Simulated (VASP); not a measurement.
A run of VASP 6.6.1:

Contents of INCAR:

```
SYSTEM = Fe3Rh
  PREC = Accurate
  ENCUT = 520
  EDIFF = 1E-7
  ISMEAR = -1
  SIGMA = 0.1
  LREAL = .FALSE.
  LASPH = .TRUE.
  NELM = 150
  ALGO = Normal
  ISIF = 2
  LWAVE = .FALSE.
  LCHARG = .FALSE.
  ISPIN = 2
  MAGMOM = 4.5 4.5 4.5 0
  LORBIT = 11
  LMAXMIX = 4
  GGA = PS
  NBANDS = 32
```

File KPOINTS:

```
Automatic mesh
0
G
  7 7 7
  0 0 0
```

POSCAR

```
Fe3Rh
1.0
    0.0000000000      2.9546233132      2.9546233132
    2.9546233132      0.0000000000      2.9546233132
    2.9546233132      2.9546233132      0.0000000000
Fe Rh
3 1
Direct
    0.7500000000      0.7500000000      0.7500000000
    0.2500000000      0.2500000000      0.2500000000
    0.0000000000      0.0000000000      0.0000000000
    0.5000000000      0.5000000000      0.5000000000
```

Potentials or basis: VASP PAW PBE potentials, release 64 (Fe, Rh_pv).

Launch:

```sh
$ cat potpaw_PBE.64/Fe/POTCAR potpaw_PBE.64/Rh_pv/POTCAR > POTCAR
$ mpirun -np 1 vasp_std > vasp.out
```

Hardware: 1 thread of Intel(R) Xeon(R) Platinum 8488C (Sapphire Rapids) (shared host).

Problem. How long does it take, and how much memory?

Solution. It took 96 s on 1 thread of Intel(R) Xeon(R) Platinum 8488C (Sapphire Rapids), on a shared host, peak memory 0.23 GiB. Counts: scf iterations 20, k points 20.
